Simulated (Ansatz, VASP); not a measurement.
**One calculation of Nb3N4, two programs**

File INCAR:

```
SYSTEM = Nb3N4
PREC = Accurate
ENCUT = 600
EDIFF = 1E-6
ISMEAR = 0
SIGMA = 0.1
LREAL = .FALSE.
LASPH = .TRUE.
NELM = 100
ALGO = Normal
ISIF = 3
LWAVE = .FALSE.
LCHARG = .FALSE.
GGA = PE
IBRION = 2
NSW = 100
EDIFFG = -0.01
```

The input KPOINTS:

```
regular mesh
0
G
  8 8 8
  0 0 0
```

The input POSCAR:

```
Nb3N4
1.0
    4.7134087666      0.0000000000      0.0000000000
    0.0000000000      4.7134087666      0.0000000000
    0.0000000000      0.0000000000      4.7134087666
Nb N
3 4
Direct
    0.0000000000      0.0000000000      0.5000000000
    0.5000000000      0.0000000000      0.0000000000
    0.0000000000      0.5000000000      0.0000000000
    0.7618652136      0.2381347864      0.2381347864
    0.2381347864      0.7618652136      0.2381347864
    0.2381347864      0.2381347864      0.7618652136
    0.7618652136      0.7618652136      0.7618652136
```

Input for Ansatz:

```yaml
crystal:
  lattice:
    - [4.7134087666, 0.0, 0.0]
    - [0.0, 4.7134087666, 0.0]
    - [0.0, 0.0, 4.7134087666]
  atoms:
    - { symbol: Nb, position: [0.0, 0.0, 0.5] }
    - { symbol: Nb, position: [0.5, 0.0, 0.0] }
    - { symbol: Nb, position: [0.0, 0.5, 0.0] }
    - { symbol: "N", position: [0.7618652136, 0.2381347864, 0.2381347864] }
    - { symbol: "N", position: [0.2381347864, 0.7618652136, 0.2381347864] }
    - { symbol: "N", position: [0.2381347864, 0.2381347864, 0.7618652136] }
    - { symbol: "N", position: [0.7618652136, 0.7618652136, 0.7618652136] }
basis:
  ecutwfc: 420
kpoints:
  mp_grid: { grid: [8, 8, 8] }
hamiltonian:
  xc: pbe
scf:
  occupations: { method: gaussian, width: 0.1 }
output:
  forces: true
  stress: true
  eigenvalues: true
  write_density: true
  write_potential: true
  elf: true
  volumetric_format: npy
relax:
  adjacent_minimum: "off"
  f_tol: 0.01
  max_steps: 80
  cell: { stress_tol: 0.05 }
```

Change from the starting cell: species swapped into the Si3As4 type (P-43m, No. 215).

Alike in both runs: task relaxation of cell and atoms; functional PBE; k mesh 8 × 8 × 8; occupations gaussian, width 0.1 eV; no spin polarisation.

|  | VASP | Ansatz |
| --- | --- | --- |
| version | VASP 6.6.1 | Ansatz 0.2.0 |
| potentials or method | VASP PAW PBE potentials, release 64 (Nb_sv, N), cutoff 600 eV | scalar-relativistic, plane waves, PAW |
| valence electrons in the cell | 59 | 59 |

Ansatz gave:

```
gap on the k mesh at the Fermi level, each at its own relaxed structure (eV) : none
relaxed volume (Å³/atom)                                                     : 14.98
relaxed length of the cell vector where the two differ most in proportion (Å)              : 4.716
```

Question: Estimate VASP's values.

Answer: gap on the k mesh at the Fermi level, each at its own relaxed structure (eV): none; relaxed volume (Å³/atom): 14.93; relaxed length of the cell vector where the two differ most in proportion (Å): 4.710.

A gap of «none» marks a metal or a gap that the smearing closes.
